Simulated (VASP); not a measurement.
The system is CoO.

```
Co O
1.0
     1.50547    0.86918    2.43993
    -1.50547    0.86918    2.43993
     0.00000   -1.73837    2.43993
Co O
1 1
Direct
  0.00000 0.00000 0.00000
  0.50000 0.50000 0.50000
```

Base run:

- Program: VASP 6.6.1
- Functional: BLYP
- Potentials or basis: VASP PAW PBE potentials, release 64 (Co, O)
- Cutoff: 520 eV
- k mesh: 11 × 11 × 11
- Occupations: fermi-dirac, width 0.05 eV
- Spin: collinear spin, ferromagnetic start
- Starting moments: [2.0, 0.0] μB

Its results: pressure 6.2 GPa; net moment 2.73 μB per cell; site moments Co +2.42; O +0.26 μB.

**Question.** The run is repeated on the same cell with these changes: functional from BLYP to RPBE. What comes out?

**Answer.** Pressure 5.7 GPa; net moment 2.90 μB per cell; site moments Co +2.56; O +0.29 μB.

Caveats: the PAW data sets were made with another functional, which shifts forces and pressure a little; a cell with one magnetic atom can't hold antiferromagnetic order, which such compounds often take.
